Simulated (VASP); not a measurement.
# KZnF3 (P4/mmm) in VASP: a series of runs

KZnF3 is run at these levels: LDA; tasks: single point.

Program: VASP 6.6.1. These are calculated values, not measurements. Logs are shortened: lines on timing, memory, paths and dates and some standing lists are left out, and cuts for length are marked.

### Step 1. The cell of the first run

The structure is tetragonal, space group P4/mmm (No. 123). The conventional cell has a = 4.546 Å, b = 4.546 Å, c = 3.214 Å, α = 90.00°, β = 90.00°, γ = 90.00°. Within 3.7 Å of K (site symmetry 4/mmm) lie 12 F at 2.78 to 3.21 Å and 2 K at 3.21 Å and 8 Zn at 3.59 Å. Within 2.1 Å of Zn (site symmetry 4/mmm) lie 2 F at 1.61 Å. F (site symmetry 4/mmm) has 2 Zn at 1.61 Å within 2.1 Å. F (site symmetry mmm) has 2 Zn at 2.27 Å and 4 K at 2.78 Å and 4 F at 2.78 Å within 3.0 Å.

### Step 2. Single point, LDA

File INCAR:

```
PREC = Accurate
ENCUT = 520
EDIFF = 1E-7
ISMEAR = 0
SIGMA = 0.05
LREAL = False
LASPH = True
NELM = 60
ALGO = Normal
ISIF = 2
LWAVE = False
LCHARG = False
NBANDS = 29
```

File KPOINTS:

```
Automatic mesh
0
Gamma
  6 6 6
```

File POSCAR:

```
KZnF3
1.0
    4.5462001499      0.0000000000      0.0000000000
    0.0000000000      4.5462001499      0.0000000000
    0.0000000000      0.0000000000      3.2141635060
K Zn F
1 1 3
Direct
    0.0000000000      0.0000000000      0.0000000000
    0.5000000000      0.5000000000      0.5000000000
    0.5000000000      0.5000000000      0.0000000000
    0.0000000000      0.5000000000      0.5000000000
    0.5000000000      0.0000000000      0.5000000000
```

Potentials or basis: VASP PAW LDA potentials, release 64 (K_sv, Zn, F).

Launch:

```sh
$ cat potpaw_LDA.64/K_sv/POTCAR potpaw_LDA.64/Zn/POTCAR potpaw_LDA.64/F/POTCAR > POTCAR
$ mpirun -np 1 vasp_std > vasp.out
```

OUTCAR:

```text
PREC = Accurate
   ENCUT = 520
   EDIFF = 1E-7
   ISMEAR = 0
   LREAL = False
   LASPH = True
   NELM = 60
   ISIF = 2

 ion  position               nearest neighbor table
   1  0.000  0.000  0.000-   4 2.78   5 2.78   4 2.78   5 2.78   4 2.78   4 2.78   5 2.78   5 2.78

   2  0.500  0.500  0.500-   3 1.61   3 1.61   5 2.27   4 2.27   5 2.27   4 2.27
   3  0.500  0.500  0.000-   2 1.61   2 1.61
   4  0.000  0.500  0.500-   2 2.27   2 2.27   1 2.78   1 2.78   1 2.78   1 2.78
   5  0.500  0.000  0.500-   2 2.27   2 2.27   1 2.78   1 2.78   1 2.78   1 2.78

  LATTYP: Found a simple tetragonal cell.
 ALAT       =     4.5462001499
 C/A-ratio  =     0.7070000000

  Lattice vectors:

 A1 = (   4.5462001499,   0.0000000000,   0.0000000000)
 A2 = (   0.0000000000,   4.5462001499,   0.0000000000)
 A3 = (   0.0000000000,   0.0000000000,   3.2141635060)

Analysis of symmetry for initial positions (statically):
=====================================================================
 Subroutine PRICEL returns:
 Original cell was already a primitive cell.

 Routine SETGRP: Setting up the symmetry group for a
 simple tetragonal supercell.

 Subroutine GETGRP returns: Found 16 space group operations
 (whereof 16 operations were pure point group operations)
 out of a pool of 16 trial point group operations.

The static configuration has the point symmetry D_4h.

Analysis of symmetry for dynamics (positions and initial velocities):
=====================================================================
 Subroutine PRICEL returns:
 Original cell was already a primitive cell.

 Routine SETGRP: Setting up the symmetry group for a
 simple tetragonal supercell.

 Subroutine GETGRP returns: Found 16 space group operations
 (whereof 16 operations were pure point group operations)
 out of a pool of 16 trial point group operations.

The dynamic configuration has the point symmetry D_4h.

 Subroutine INISYM returns: Found 16 space group operations
 (whereof 16 operations are pure point group operations),
 and found     1 'primitive' translations

----------------------------------------------------------------------------------------

[... 89 lines left out ...]
   PREC   = accura    normal or accurate (medium, high low for compatibility)
   ISTART =      0    job   : 0-new  1-cont  2-samecut
   ICHARG =      2    charge: 1-file 2-atom 10-const
   ISPIN  =      1    spin polarized calculation?
   LNONCOLLINEAR =      F non collinear calculations
   LSORBIT =      F    spin-orbit coupling
   LASPH  =      T    aspherical Exc in radial PAW
   ENCUT  =  520.0 eV  38.22 Ry    6.18 a.u.   8.45  8.45  5.98*2*pi/ulx,y,z
   NELM   =     60;   NELMIN=  2; NELMDL= -5     # of ELM steps
   EDIFF  = 0.1E-06   stopping-criterion for ELM
   LREAL  =      F    real-space projection
   EDIFFG = 0.1E-05   stopping-criterion for IOM
   NSW    =      0    number of steps for IOM
   IBRION =     -1    ionic relax: 0-MD 1-quasi-New 2-CG
   NFREE  =      0    steps in history (QN), initial steepest desc. (CG)
   ISIF   =      2    stress and relaxation
   ISYM   =      2    0-nonsym 1-usesym 2-fastsym
   POTIM  = 0.5000    time-step for ionic-motion
   TEBEG  =    0.0;   TEEND  =   0.0 temperature during run
   PSTRESS=    0.0 pullay stress
   NELECT =      42.0000    total number of electrons
   NUPDOWN=      -1.0000    fix difference up-down
   EMIN   =  10.00;   EMAX   =-10.00  energy-range for DOS
   EFERMI =   0.00;   METHOD = LEGACY
   ISMEAR =     0;   SIGMA  =   0.05  broadening in eV -4-tet -1-fermi 0-gaus
   EFERMI_NEDOS =   21; number of points for ismear=-14 and -15
   IALGO  =     38    algorithm
   IMIX   =      4    mixing-type and parameters
     AMIX     =   0.40;   BMIX     =  1.00
     AMIX_MAG =   1.60;   BMIX_MAG =  1.00
  volume/ion in A,a.u.               =      13.29        89.66
  Fermi-wavevector in a.u.,A,eV,Ry     =   1.405086  2.655228 26.861528  1.974267
  Thomas-Fermi vector in A             =   2.527583
   LORBIT       =      0    0 simple, 1 ext, 2 COOP (PROOUT), +10 PAW based schemes
   GGA     = CA    functional components
   LHFCALC =     F    Hartree Fock is set to
   AEXX    =    0.0000 exact exchange contribution
   IVDW    =     0    specifies the selected vdW correction
   LEPSILON=     F    determine dielectric tensor
   LRPA    =     F    only Hartree local field effects (RPA)
 non-spin polarized calculation
 Gauss-broadening in eV      SIGMA  =   0.05
  energy-cutoff  :      520.00
  volume of cell :       66.43
 maximum number of plane-waves:      1813
 NGX is ok and might be reduce to    36

 number of electron      42.0000020 magnetization

 Free energy of the ion-electron system (eV)
  ---------------------------------------------------
  ext. energy  EPLUGINS =         0.00000000
  ---------------------------------------------------
  free energy    TOTEN  =       -20.81034427 eV

  energy without entropy =      -20.81034427  energy(sigma->0) =      -20.81034427

 E-fermi :  -0.1830     XC(G=0): -10.5618

 val. band max:       -0.5141140080   @ k =   0.5000   0.5000   0.5000
 cond. band min:       3.0348995501   @ k =   0.0000   0.0000   0.0000
 fundamental gap:      3.5490135581
 Fermi energy:        -0.1830479591

 k-point     1 :       0.0000    0.0000    0.0000
  band No.  band energies     occupation
      1     -27.8073      2.00000
      2     -25.4555      2.00000
      3     -20.9082      2.00000
      4     -20.7811      2.00000
      5     -11.5949      2.00000
      6     -11.5949      2.00000
[... 757 lines left out ...]
     28      10.4847      0.00000
     29      11.2086      0.00000

 [... further k-points ...]
[... 5 lines left out ...]
  --------------------------------------------------------------------------------------
  -------------------------------------------------------------------------------------
  Total       -3.5615271     -3.5615271     22.4792011      0.0000000     -0.0000000      0.0000000
  in kB      -85.8977451    -85.8977451    542.1586417      0.0000000     -0.0000000      0.0000000
  external PRESSURE =     123.4543839 kB  Pullay stress =       0.0000000 kB

 VOLUME and BASIS-vectors are now :
 -----------------------------------------------------------------------------
  energy-cutoff  :      520.00
  volume of cell :       66.43
      direct lattice vectors                 reciprocal lattice vectors
     4.546200150  0.000000000  0.000000000     0.219963919  0.000000000  0.000000000
     0.000000000  4.546200150  0.000000000     0.000000000  0.219963919  0.000000000
     0.000000000  0.000000000  3.214163506     0.000000000  0.000000000  0.311122940

 POSITION                                       TOTAL-FORCE (eV/Angst)
 -----------------------------------------------------------------------------------
      0.00000      0.00000      0.00000         0.000000      0.000000      0.000000
      2.27310      2.27310      1.60708         0.000000      0.000000      0.000000
      2.27310      2.27310      0.00000         0.000000      0.000000      0.000000
      0.00000      2.27310      1.60708         0.000000      0.000000      0.000000
      2.27310      0.00000      1.60708         0.000000      0.000000      0.000000
 -----------------------------------------------------------------------------------
    total drift:                                0.000000      0.000000      0.000000

  FREE ENERGIE OF THE ION-ELECTRON SYSTEM (eV)
  ---------------------------------------------------
  free  energy   TOTEN  =       -20.8103442651 eV

  energy  without entropy=      -20.8103442651  energy(sigma->0) =      -20.81034427
```

OSZICAR:

```text
N       E                     dE             d eps       ncg     rms          rms(c)
DAV:   1     0.449371321944E+03    0.44937E+03   -0.22166E+04  2320   0.176E+03
DAV:   2     0.202453525883E+02   -0.42913E+03   -0.40585E+03  2522   0.460E+02
DAV:   3    -0.222692768516E+02   -0.42515E+02   -0.42143E+02  2705   0.149E+02
DAV:   4    -0.234273635852E+02   -0.11581E+01   -0.11544E+01  3590   0.236E+01
DAV:   5    -0.234466488755E+02   -0.19285E-01   -0.19279E-01  2867   0.252E+00    0.207E+01
DAV:   6    -0.209192473757E+02    0.25274E+01   -0.70509E+00  3248   0.411E+01    0.140E+01
DAV:   7    -0.208845079823E+02    0.34739E-01   -0.17293E+00  2620   0.878E+00    0.737E+00
DAV:   8    -0.208206290894E+02    0.63879E-01   -0.26224E-01  3341   0.533E+00    0.131E+00
DAV:   9    -0.208102894191E+02    0.10340E-01   -0.31784E-02  3416   0.317E+00    0.289E-01
DAV:  10    -0.208108479451E+02   -0.55853E-03   -0.18856E-02  3118   0.143E+00    0.209E-01
DAV:  11    -0.208104563054E+02    0.39164E-03   -0.18970E-03  3178   0.431E-01    0.110E-01
DAV:  12    -0.208103414323E+02    0.11487E-03   -0.78963E-04  3021   0.220E-01    0.169E-02
DAV:  13    -0.208103443759E+02   -0.29437E-05   -0.66799E-05  3066   0.911E-02    0.836E-03
DAV:  14    -0.208103446261E+02   -0.25020E-06   -0.68564E-06  3156   0.250E-02    0.529E-03
DAV:  15    -0.208103442965E+02    0.32964E-06   -0.20422E-06  3126   0.171E-02    0.220E-03
DAV:  16    -0.208103442651E+02    0.31341E-07   -0.48040E-07  2977   0.970E-03
   1 F= -.20810344E+02 E0= -.20810344E+02  d E =-.119028E-22
```

stdout:

```text
POSCAR found type information on POSCAR K ZnF
 POSCAR found :  3 types and       5 ions
 scaLAPACK will be used
 LDA part: xc-table for (Slater(with rela. corr.)+CA(PZ))
 , standard interpolation
 POSCAR, INCAR and KPOINTS ok, starting setup
 FFT: planning ... GRIDC
 FFT: planning ... GRID_SOFT
 FFT: planning ... GRID
 WAVECAR not read
 entering main loop
```

Run time: 45 s. Hardware: 1 thread of Intel Xeon 6975P-C (Granite Rapids), shared host; peak memory 0.2 GiB.

What came out:

```
Free energy            : -20.8103 eV
Pressure               : 12.3 GPa
Band gap on the k mesh : 3.55 eV (least direct gap 5.14 eV)
```

Levels at points of the mesh, in eV from the valence-band top:
| k point | band 17 | band 18 | band 19 | band 20 | band 21 | band 22 | band 23 | band 24 | band 25 | band 26 |
| --- | --- | --- | --- | --- | --- | --- | --- | --- | --- | --- |
| (0.00, 0.00, 0.00) | -2.61 | -1.94 | -1.94 | -1.64 | -1.59 | 3.55 | 7.21 | 8.77 | 8.78 | 9.46 |
| (0.50, 0.00, 0.00) | -2.48 | -2.02 | -2.00 | -1.69 | -1.57 | 5.63 | 6.75 | 8.09 | 8.79 | 11.04 |
| (0.50, 0.50, 0.00) | -2.42 | -1.92 | -1.64 | -1.64 | -1.40 | 6.76 | 7.98 | 8.23 | 8.23 | 10.36 |
| (0.00, 0.00, 0.50) | -2.37 | -2.32 | -2.32 | -2.13 | -2.13 | 7.97 | 8.68 | 9.45 | 9.45 | 10.17 |
| (0.50, 0.00, 0.50) | -2.33 | -2.29 | -2.12 | -2.05 | -0.41 | 7.92 | 8.59 | 9.77 | 9.94 | 9.99 |
| (0.50, 0.50, 0.50) | -1.95 | -1.95 | -1.76 | -1.34 | 0.00 | 6.96 | 6.96 | 7.99 | 9.94 | 10.35 |

Caveat: the stress differs along the axes, from -9 to 54 GPa. A k mesh can miss the band edges.

### Step 3. Single point, LDA

This run uses another cell than the first one, of the same volume but with other edges.

File INCAR:

```
SYSTEM = KZnF3
PREC = Accurate
ENCUT = 520
EDIFF = 1E-7
ISMEAR = 0
SIGMA = 0.05
LREAL = .FALSE.
LASPH = .TRUE.
NELM = 80
ALGO = Normal
ISIF = 2
LWAVE = .FALSE.
LCHARG = .FALSE.
GGA = CA
NBANDS = 29
```

File KPOINTS:

```
Automatic mesh
0
G
  6 6 6
  0 0 0
```

Changes to POSCAR since step 2:

```diff
@@ -2,5 +2,5 @@
 1.0
-    4.5462001499      0.0000000000      0.0000000000
-    0.0000000000      4.5462001499      0.0000000000
-    0.0000000000      0.0000000000      3.2141635060
+    3.6083214502      0.0000000000      0.0000000000
+    0.0000000000      3.6083214502      0.0000000000
+    0.0000000000      0.0000000000      5.1021665305
 K Zn F
```

Potentials or basis: VASP PAW LDA potentials, release 64 (K_sv, Zn, F).

Launch:

```sh
$ cat potpaw_LDA.64/K_sv/POTCAR potpaw_LDA.64/Zn/POTCAR potpaw_LDA.64/F/POTCAR > POTCAR
$ mpirun -np 1 vasp_std > vasp.out
```

Wall time 55 s (1 thread of Intel Xeon 6975P-C (Granite Rapids), shared host); peak memory 0.2 GiB.

It converged, with:

* Free energy: -21.8292 eV
* Pressure: 10.2 GPa
* Band gap on the k mesh: 2.59 eV (least direct gap 5.11 eV)

Stress tensor (GPa, compression positive):
```
19.46  0.00  0.00
 0.00 19.46  0.00
 0.00  0.00 -8.42
```

Levels at points of the mesh, in eV from the valence-band top:
| k point | band 18 | band 19 | band 20 | band 21 | band 22 | band 23 | band 24 | band 25 |
| --- | --- | --- | --- | --- | --- | --- | --- | --- |
| (0.00, 0.00, 0.00) | -3.74 | -2.86 | -2.53 | -2.53 | 2.59 | 6.72 | 7.96 | 8.37 |
| (0.50, 0.00, 0.00) | -2.99 | -2.98 | -2.90 | -2.49 | 6.06 | 6.84 | 7.52 | 8.96 |
| (0.50, 0.50, 0.00) | -2.91 | -2.60 | -2.60 | 0.00 | 7.69 | 8.18 | 8.26 | 8.26 |
| (0.00, 0.00, 0.50) | -3.75 | -2.92 | -2.51 | -2.51 | 4.28 | 5.77 | 7.02 | 9.23 |
| (0.50, 0.00, 0.50) | -2.96 | -2.93 | -2.91 | -1.79 | 6.42 | 7.00 | 8.16 | 8.50 |
| (0.50, 0.50, 0.50) | -2.50 | -2.50 | -2.27 | 0.00 | 6.07 | 6.76 | 6.76 | 8.55 |

Caveat: the stress differs along the axes, from -8 to 19 GPa.

### Step 4. Single point, LDA

This run uses another cell than the first one, of the same volume but with other edges.

File INCAR:

```
SYSTEM = KZnF3
PREC = Accurate
ENCUT = 520
EDIFF = 1E-6
ISMEAR = 0
SIGMA = 0.05
LREAL = .FALSE.
LASPH = .TRUE.
NELM = 100
ALGO = Normal
ISIF = 2
LWAVE = .FALSE.
LCHARG = .FALSE.
NBANDS = 29
```

File KPOINTS:

```
regular mesh
0
G
  6 6 6
  0 0 0
```

Changes to POSCAR since step 3:

```diff
@@ -2,5 +2,5 @@
 1.0
-    3.6083214502      0.0000000000      0.0000000000
-    0.0000000000      3.6083214502      0.0000000000
-    0.0000000000      0.0000000000      5.1021665305
+    4.2754521275      0.0000000000      0.0000000000
+    0.0000000000      4.2754521275      0.0000000000
+    0.0000000000      0.0000000000      3.6341343084
 K Zn F
```

Launch:

```sh
$ cat potpaw_LDA.64/K_sv/POTCAR potpaw_LDA.64/Zn/POTCAR potpaw_LDA.64/F/POTCAR > POTCAR
$ mpirun -np 1 vasp_std > vasp.out
```

Wall time 41 s (1 thread of Intel Xeon 6975P-C (Granite Rapids), shared host); peak memory 0.19 GiB.

Results (log left out):

* Free energy: -22.7060 eV
* Pressure: -1.1 GPa
* Band gap on the k mesh: 3.31 eV (least direct gap 5.33 eV)

Stress tensor (GPa, compression positive):
```
-7.10  0.00  0.00
 0.00 -7.10  0.00
 0.00  0.00 10.85
```

Levels at points of the mesh, in eV from the valence-band top:
| k point | band 18 | band 19 | band 20 | band 21 | band 22 | band 23 | band 24 | band 25 |
| --- | --- | --- | --- | --- | --- | --- | --- | --- |
| (0.00, 0.00, 0.00) | -2.03 | -2.03 | -2.02 | -2.02 | 3.31 | 7.73 | 8.46 | 8.88 |
| (0.50, 0.00, 0.00) | -2.13 | -2.01 | -1.99 | -1.87 | 5.75 | 7.34 | 8.70 | 9.81 |
| (0.50, 0.50, 0.00) | -1.98 | -1.98 | -1.80 | -0.84 | 7.11 | 8.93 | 9.00 | 9.00 |
| (0.00, 0.00, 0.50) | -2.21 | -2.15 | -2.15 | -2.00 | 6.88 | 8.18 | 9.87 | 10.27 |
| (0.50, 0.00, 0.50) | -2.20 | -2.18 | -1.87 | -0.23 | 7.80 | 9.19 | 9.84 | 10.08 |
| (0.50, 0.50, 0.50) | -1.82 | -1.74 | -0.83 | 0.00 | 7.56 | 7.56 | 8.04 | 9.83 |

Caveat: the stress differs along the axes, from -7 to 11 GPa. A k mesh can miss the band edges.

### Step 5. Single point, LDA

This run uses another cell than the first one, of the same volume but with other edges.

File INCAR:

```
SYSTEM = KZnF3
PREC = Accurate ; ENCUT = 520
EDIFF = 1E-6 ; ISMEAR = 0
SIGMA = 0.05 ; LREAL = .False.
LASPH = .True. ; NELM = 100
ALGO = Normal ; ISIF = 2
LWAVE = .False. ; LCHARG = .False.
GGA = CA ; NBANDS = 29
```

File KPOINTS:

```
Automatic mesh
0
Gamma
  6 6 6
  0 0 0
```

Changes to POSCAR since step 4:

```diff
@@ -2,5 +2,5 @@
 1.0
-    4.2754521275      0.0000000000      0.0000000000
-    0.0000000000      4.2754521275      0.0000000000
-    0.0000000000      0.0000000000      3.6341343084
+    3.8111959170      0.0000000000      0.0000000000
+    0.0000000000      3.8111959170      0.0000000000
+    0.0000000000      0.0000000000      4.5734351004
 K Zn F
```

Launch:

```sh
$ cat potpaw_LDA.64/K_sv/POTCAR potpaw_LDA.64/Zn/POTCAR potpaw_LDA.64/F/POTCAR > POTCAR
$ mpirun -np 1 vasp_std > vasp.out
```

It took 51 s on 1 thread of Intel Xeon 6975P-C (Granite Rapids), shared host; peak memory 0.19 GiB.

The run converged. Its results:

```yaml
Free_energy: -22.7320 eV
Pressure: -0.4 GPa
Band_gap_on_the_k_mesh: 3.11 eV (least direct gap 5.17 eV)
```

Stress tensor (GPa, compression positive):
```
 3.92  0.00  0.00
 0.00  3.92  0.00
 0.00  0.00 -9.10
```

Levels at points of the mesh, in eV from the valence-band top:
```
           k point  band 18  band 19  band 20  band 21  band 22  band 23  band 24  band 25
(0.00, 0.00, 0.00)    -2.76    -2.27    -2.06    -2.06     3.11     7.58     8.24     8.68
(0.50, 0.00, 0.00)    -2.38    -2.32    -2.26    -2.09     6.30     7.62     9.25     9.29
(0.50, 0.50, 0.00)    -2.23    -2.23    -2.11     0.00     7.85     9.67     9.79     9.79
(0.00, 0.00, 0.50)    -2.79    -2.25    -2.01    -2.01     5.21     6.95     8.16    10.46
(0.50, 0.00, 0.50)    -2.29    -2.26    -2.08    -0.88     7.15     8.44     9.15     9.41
(0.50, 0.50, 0.50)    -1.92    -1.92    -1.13     0.00     7.20     7.64     7.64     9.64
```

Caveat: the stress differs along the axes, from -9 to 4 GPa. A k mesh can miss the band edges.

### Step 6. Summary

| cell | gap on the mesh (eV) | pressure (GPa) |
| --- | --- | --- |
| a = 4.546, b = 4.546, c = 3.214 Å, 5 atoms | 3.55 | 12.3 |
| a = 3.608, b = 3.608, c = 5.102 Å, 5 atoms | 2.59 | 10.2 |
| a = 4.275, b = 4.275, c = 3.634 Å, 5 atoms | 3.31 | -1.1 |
| a = 3.811, b = 3.811, c = 4.573 Å, 5 atoms | 3.11 | -0.4 |

Alike in all rows: task single point; level LDA; potentials or basis VASP PAW LDA potentials, release 64 (K_sv, Zn, F); no spin polarisation; k mesh 6 × 6 × 6; cutoff (eV) 520; smearing gaussian 0.05 eV.

Caveats: the stress differs along the axes, from -9 to 54 GPa (at least some runs); the stress differs along the axes, from -8 to 19 GPa (at least some runs); the stress differs along the axes, from -7 to 11 GPa (at least some runs); the stress differs along the axes, from -9 to 4 GPa (at least some runs).

Absolute energies hang on the potentials; compare differences alone.
